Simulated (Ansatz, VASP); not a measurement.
# Fe: VASP beside Ansatz

```
CELL_PARAMETERS angstrom
2.43416 0.00000 0.00000
-1.21708 2.10804 0.00000
0.00000 0.00000 3.84193
ATOMIC_POSITIONS crystal
Fe 0.33333 0.66667 0.25000
Fe 0.66667 0.33333 0.75000
```

Alike in both runs: task single point; functional PBE; k mesh 17 × 17 × 10; occupations fermi-dirac, width 0.08 eV; non-collinear spin, spin-orbit coupling.

|  | VASP | Ansatz |
| --- | --- | --- |
| version | VASP 6.6.1 | Ansatz 0.2.0 |
| potentials or method | VASP PAW PBE potentials, release 64 (Fe), cutoff 520 eV | all-electron LAPW |

```tsv
	VASP	Ansatz	Ansatz less VASP
pressure (GPa)	10.3	10.9	+0.60
traceless stress, the component that is largest in VASP (GPa)	0.76	0.88	+0.125
net moment per atom (μB)	0.00	0.00	0.000
```

Ansatz ran all-electron here, and VASP with PAW potentials.
